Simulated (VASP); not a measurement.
Runs of VASP 6.6.1 on Y. It takes space group Fm-3m (No. 225, cubic). The conventional cell has a = 4.970 Å, b = 4.970 Å, c = 4.970 Å, α = 90.00°, β = 90.00°, γ = 90.00°. Y (site symmetry m-3m) has 12 Y at 3.51 Å within 4.6 Å. 

| smearing | gap on the mesh (eV) | pressure (GPa) |
| --- | --- | --- |
| methfessel-paxton 0.5 eV | none | 3.5 |
| methfessel-paxton 0.3 eV | none | 3.3 |
| methfessel-paxton 0.1 eV | none | (a) |
| methfessel-paxton 0.2 eV | none | 3.3 |

Alike in all rows: task single point; level r2SCAN; potentials or basis VASP PAW PBE potentials, release 64 (Y_sv); no spin polarisation; cell as given; k mesh 10 × 10 × 10; cutoff (eV) 520.

Question: Fill in the values left out.

Answer: (a) 3.2.

Caveats: the PAW data sets were made with another functional, which shifts forces and pressure a little.

A k mesh can miss the band edges, and the runs leave out spin-orbit coupling on Y.

A gap of «none» marks levels without a gap at the run's occupations.
